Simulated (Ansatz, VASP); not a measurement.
# C: VASP beside Ansatz

```xyz
12
Lattice="1.7857 -1.7857 0.0000 1.7857 0.0000 -1.7857 7.4406 7.1430 6.8453" Properties=species:S:1:pos:R:3 pbc="T T T"
C     4.3158    0.7443    0.7443
C     0.7443    0.7443    0.7443
C     4.3158    2.5300    2.5300
C     7.8872    4.3158    4.3158
C     7.8872    2.5300    2.5300
C     7.8872    6.1015    6.1015
C     5.2086    1.6372    1.6372
C     5.2086   -0.1486   -0.1486
C     5.2086    3.4229    3.4229
C     8.7801    5.2086    5.2086
C     5.2086    5.2086    5.2086
C     1.6372   -0.1486   -0.1486
```

Alike in both runs: task single point; functional PBE; k mesh 10 × 10 × 2; occupations gaussian, width 0.05 eV; no spin polarisation.

|  | VASP | Ansatz |
| --- | --- | --- |
| version | VASP 6.6.1 | Ansatz 0.2.0 |
| potentials or method | VASP PAW PBE potentials, release 64 (C), cutoff 520 eV | scalar-relativistic, plane waves, PAW |
| valence electrons in the cell | 48 | 48 |

```tsv
	VASP	Ansatz	Ansatz less VASP
gap on the k mesh at the Fermi level (eV)	3.07	3.08	+0.007
least direct gap on the mesh (eV)	4.88	4.88	+0.007
pressure (GPa)	0.8	0.1	-0.66
traceless stress, the component that is largest in VASP (GPa)	-13.54	-13.55	-0.002
rms of the force components (eV/Å)	0.716	0.717	+0.0016
```

Atom by atom the forces differ by 0.003 eV/Å (rms over components). The functional is the same, so the differences come from potentials, cutoffs and numerics.
